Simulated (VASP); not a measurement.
Wanted: the native input for a VASP 6.6.1 run.

```
Task                   : single point
Functional             : LDA
Potentials or basis    : VASP PAW LDA potentials, release 64 (Be, H)
Cutoff                 : 520 eV
k mesh                 : 4 × 4 × 3
Occupations            : gaussian, width 0.1 eV
Spin                   : no spin polarisation
Dipole correction      : no
Further INCAR settings : LREAL = Auto; ALGO = Normal; EDIFF = 1e-06; NBANDS = 30
```

The structure of Be16H (a cell with a defect) lies in POSCAR:

```
Be16H
1.0
   -2.2900000000     -3.9663960000      0.0000000000
    3.4350000000     -1.9831980000      0.0000000000
    0.0000000000      0.0000000000      7.1768600000
Be H
16 1
Direct
    0.7497398839      0.4959316839     -0.0014449216
    0.5169711557      0.3392675245      0.2462517034
    0.7497369931      0.4952345602      0.5020457415
    0.4995399838      0.3336563502      0.7498333533
    0.5022449565     -0.0028128238     -0.0036425401
    0.2497427412      0.8250756557      0.2479998216
    0.5048028334     -0.0060225652      0.5064937870
    0.2497378608      0.8367917616      0.7520513149
    0.2497384488      0.5046684273     -0.0055106272
   -0.0174857647      0.3392880928      0.2462511460
    0.2497399630      0.5110601209      0.5065436695
   -0.0000632642      0.3336565138      0.7498314026
   -0.0027676833     -0.0028087321     -0.0036415647
    0.7497364440      0.8275585027      0.2510996452
   -0.0053260465     -0.0060255157      0.5064940656
    0.7497389469      0.8261930679      0.7527976023
    0.2497323943      0.1810169383      0.2923731270
```

These files were run (other wordings do the same):

INCAR

```
SYSTEM = Be16H
  ALGO = Normal
  EDIFF = 1E-6
  ENCUT = 520
  ISIF = 2
  ISMEAR = 0
  LASPH = .TRUE.
  LCHARG = .FALSE.
  LREAL = Auto
  LWAVE = .FALSE.
  NBANDS = 30
  NELM = 100
  PREC = Accurate
  SIGMA = 0.1
```

KPOINTS

```
k-points
0
G
  4 4 3
  0 0 0
```

Potentials or basis: VASP PAW LDA potentials, release 64 (Be, H).

Launch:

```sh
$ cat potpaw_LDA.64/Be/POTCAR potpaw_LDA.64/H/POTCAR > POTCAR
$ mpirun -np 1 vasp_std > vasp.out
```

It gave:

The pressure is -4.0 GPa and the largest force is 0.637 eV/Å.

Caveat: the k points lie up to 0.40 Å⁻¹ apart.

It took 65 s on 1 thread of Intel(R) Xeon(R) 6975P-C (Granite Rapids), on a shared host, peak memory 0.22 GiB.
